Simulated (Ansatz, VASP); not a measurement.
## Two plane-wave programs on TiO2

```
Ti O
1.0
    -1.92962    1.92962    4.85030
     1.92962   -1.92962    4.85030
     1.92962    1.92962   -4.85030
Ti O
2 4
Cartesian
  0.0000 0.0000 0.0000
  0.0000 1.9296 2.4251
  0.0000 0.0000 2.0041
  0.0000 1.9296 4.4293
  0.0000 1.9296 0.4210
  0.0000 0.0000 7.6965
```

Change from the starting cell: volume scaled by 1.06, PAW files.

Alike in both runs: task electric field gradients; functional PBE; k mesh 13 × 13 × 13; occupations fermi-dirac, width 0.08 eV; no spin polarisation.

|  | VASP | Ansatz |
| --- | --- | --- |
| version | VASP 6.6.1 | Ansatz 0.2.0 |
| potentials or method | VASP PAW PBE potentials, release 64 (Ti_sv, O) | PAW with Ansatz's default frozen-core files, scalar-relativistic |
| plane-wave cutoff (eV) | 520 | 420 |
| valence electrons in the cell | 48 | 48 |

```csv
,VASP,Ansatz,Ansatz less VASP
pressure (GPa),-5.4,-6.0,-0.62
"traceless stress, the component that is largest in VASP (GPa)",1.71,1.62,-0.088
rms of the force components (eV/Å),0.003,0.013,+0.0104
size of Vzz on the site where it differs most (V/Å²),20.7,22.2,+1.56
```

Atom by atom the forces differ by 0.010 eV/Å (rms over components). With one functional, cell and mesh, what is left measures potentials, basis and numerics.
